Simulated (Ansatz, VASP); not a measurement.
## Pt: VASP beside Ansatz

```
Pt
1.0
     0.00000    2.96498    2.96498
     2.96498    0.00000    2.96498
     2.96498    2.96498    0.00000
Pt
2
Cartesian
  0.7412 0.7412 0.7412
  5.1887 5.1887 5.1887
```

Alike in both runs: task single point; functional PBE; k mesh 11 × 11 × 11; occupations fermi-dirac, width 0.1 eV; no spin polarisation.

|  | VASP | Ansatz |
| --- | --- | --- |
| version | VASP 6.6.1 | Ansatz 0.2.0 |
| potentials or method | VASP PAW PBE potentials, release 64 (Pt), cutoff 520 eV | plane waves (420 eV) with PAW, scalar-relativistic |
| valence electrons in the cell | 20 | 36 |

```tsv
	VASP	Ansatz	Ansatz less VASP
pressure (GPa)	-7.3	-7.0	+0.24
```

VASP's potentials hold 20 valence electrons a cell and Ansatz's 36, so a difference there can come from the potentials and not from the codes.

Neither program's run includes spin-orbit coupling.
